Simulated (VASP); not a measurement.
Input of a VASP 6.6.1 run:

The input INCAR:

```
PREC = Accurate
ENCUT = 600
EDIFF = 1E-6
ISMEAR = 0
SIGMA = 0.05
LREAL = F
LASPH = T
NELM = 120
ALGO = Normal
ISIF = 2
LWAVE = F
LCHARG = T
GGA = PE
LELF = T
LVHAR = T
NBANDS = 11
GGA_COMPAT = F
```

KPOINTS

```
regular mesh
0
Gamma
  8 8 8
```

POSCAR

```
MgO
1.0
    0.0000000000      2.1286887313      2.1286887313
    2.1286887313      0.0000000000      2.1286887313
    2.1286887313      2.1286887313      0.0000000000
Mg O
1 1
Direct
    0.0000000000      0.0000000000      0.0000000000
    0.5000000000      0.5000000000      0.5000000000
```

Potentials or basis: VASP PAW PBE potentials, release 64 (Mg, O).

Launch:

```bash
$ cat potpaw_PBE.64/Mg/POTCAR potpaw_PBE.64/O/POTCAR > POTCAR
$ mpirun -np 1 vasp_std > vasp.out
```

**Question.** Predict the pressure.

**Answer.** -1.4 GPa.

**Question.** Predict the band gap on the k mesh.

**Answer.** 4.42 eV, direct.
